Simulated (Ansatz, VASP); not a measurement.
One calculation of Li2GaC6, two programs

Contents of INCAR:

```
SYSTEM = Li2GaC6
  PREC = Accurate
  ENCUT = 600
  EDIFF = 1E-6
  ISMEAR = 0
  SIGMA = 0.1
  LREAL = .FALSE.
  LASPH = .TRUE.
  NELM = 80
  ALGO = Normal
  ISIF = 3
  LWAVE = .FALSE.
  LCHARG = .FALSE.
  GGA = PE
  IBRION = 2
  NSW = 100
  EDIFFG = -0.01
```

KPOINTS

```
regular mesh
0
G
  10 10 10
  0 0 0
```

Contents of POSCAR:

```
Li2GaC6
1.0
    0.0000000000      3.7781716402      3.7781716402
    3.7781716402      0.0000000000      3.7781716402
    3.7781716402      3.7781716402      0.0000000000
Li Ga C
2 1 6
Direct
    0.7500000000      0.7500000000      0.7500000000
    0.5000000000      0.5000000000      0.5000000000
    0.0000000000      0.0000000000      0.0000000000
    0.2753309717      0.7246690283      0.7246690283
    0.7246690283      0.2753309717      0.2753309717
    0.7246690283      0.7246690283      0.2753309717
    0.2753309717      0.2753309717      0.7246690283
    0.2753309717      0.7246690283      0.2753309717
    0.7246690283      0.2753309717      0.7246690283
```

Input for Ansatz:

```yaml
crystal:
  lattice:
    - [0.0, 3.7781716402, 3.7781716402]
    - [3.7781716402, 0.0, 3.7781716402]
    - [3.7781716402, 3.7781716402, 0.0]
  atoms:
    - { symbol: Li, position: [0.75, 0.75, 0.75] }
    - { symbol: Li, position: [0.5, 0.5, 0.5] }
    - { symbol: Ga, position: [0.0, 0.0, 0.0] }
    - { symbol: C, position: [0.2753309717, 0.7246690283, 0.7246690283] }
    - { symbol: C, position: [0.7246690283, 0.2753309717, 0.2753309717] }
    - { symbol: C, position: [0.7246690283, 0.7246690283, 0.2753309717] }
    - { symbol: C, position: [0.2753309717, 0.2753309717, 0.7246690283] }
    - { symbol: C, position: [0.2753309717, 0.7246690283, 0.2753309717] }
    - { symbol: C, position: [0.7246690283, 0.2753309717, 0.7246690283] }
basis:
  ecutwfc: 420
kpoints:
  mp_grid: { grid: [10, 10, 10] }
hamiltonian:
  xc: pbe
scf:
  occupations: { method: gaussian, width: 0.1 }
output:
  forces: true
  stress: true
  eigenvalues: true
relax:
  adjacent_minimum: "off"
  f_tol: 0.01
  max_steps: 80
  cell: { stress_tol: 0.05 }
```

Alike in both runs: task relaxation of cell and atoms; functional PBE; k mesh 10 × 10 × 10; occupations gaussian, width 0.1 eV; no spin polarisation.

|  | VASP | Ansatz |
| --- | --- | --- |
| version | VASP 6.6.1 | Ansatz 0.2.0 |
| potentials or method | VASP PAW PBE potentials, release 64 (Li_sv, Ga_d, C), cutoff 600 eV | scalar-relativistic, plane waves, PAW |
| valence electrons in the cell | 43 | 43 |

|  | VASP | Ansatz | Ansatz less VASP |
| --- | --- | --- | --- |
| gap on the k mesh at the Fermi level, each at its own relaxed structure (eV) | none | none | - |
| relaxed volume (Å³/atom) | 12.06 | 12.03 | -0.028 |
| relaxed cell length with the largest relative difference (Å) | 5.354 | 5.350 | -0.0042 |

A gap of «none» marks a metal or a gap that the smearing closes.

Noted on VASP's run: the cutoff is short for stress, so the pressure is rough.
